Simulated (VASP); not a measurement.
Wanted: the native input for a VASP 6.6.1 run.

```
Task                   : relaxation of cell and atoms
Functional             : PBE
Potentials or basis    : VASP PAW PBE potentials, release 64 (K_sv, Mg_sv, F)
Cutoff                 : 840 eV
k mesh                 : 5 × 5 × 5
Occupations            : gaussian, width 0.01 eV
Spin                   : no spin polarisation
Dipole correction      : no
Further INCAR settings : ALGO = Normal; EDIFF = 1e-07; IBRION = 2; EDIFFG = -0.05; NSW = 80; ISIF = 3
```

The structure of KMgF3 lies in POSCAR:

```
KMgF3
1.0
    3.9859000000      0.0000000000      0.0000000000
    0.0000000000      3.9859000000      0.0000000000
    0.0000000000      0.0000000000      3.9859000000
K Mg F
1 1 3
Direct
    0.5000000000      0.5000000000      0.5000000000
    0.0000000000      0.0000000000      0.0000000000
    0.5000000000      0.0000000000      0.0000000000
    0.0000000000      0.5000000000      0.0000000000
    0.0000000000      0.0000000000      0.5000000000
```

One way to write it, as run:

INCAR

```
PREC = Accurate
ENCUT = 840
EDIFF = 1E-7
ISMEAR = 0
SIGMA = 0.01
LREAL = F
LASPH = T
NELM = 120
ALGO = Normal
ISIF = 3
LWAVE = F
LCHARG = F
GGA = PE
IBRION = 2
NSW = 80
EDIFFG = -0.05
GGA_COMPAT = F
NELMIN = 4
```

KPOINTS

```
regular mesh
0
Gamma
  5 5 5
```

Potentials or basis: VASP PAW PBE potentials, release 64 (K_sv, Mg_sv, F).

Launch:

```bash
$ cat potpaw_PBE.64/K_sv/POTCAR potpaw_PBE.64/Mg_sv/POTCAR potpaw_PBE.64/F/POTCAR > POTCAR
$ mpirun -np 1 vasp_std > vasp.out
```

Results of the run:

```yaml
Relaxed_volume: 13.24 Å³/atom
Relaxed_cell: a = 4.045 Å, b = 4.045 Å, c = 4.045 Å, α = 90.00°, β = 90.00°, γ = 90.00°
Space_group_after_relaxing_to_0.1_Å: Pm-3m (No. 221)
Energy_gained_by_relaxing: 7.6 meV/atom
Ionic_steps: 2
Pressure_after_relaxing: 0.5 GPa
Band_gap_on_the_k_mesh: 7.05 eV (least direct gap 7.31 eV)
```

Caveat: an odd mesh through Γ misses points on the zone boundary, where band edges can lie.

Run time: 2.3 min on 1 thread of Intel(R) Xeon(R) Platinum 8375C CPU @ 2.90GHz (Ice Lake), on a shared host, peak memory 0.24 GiB.
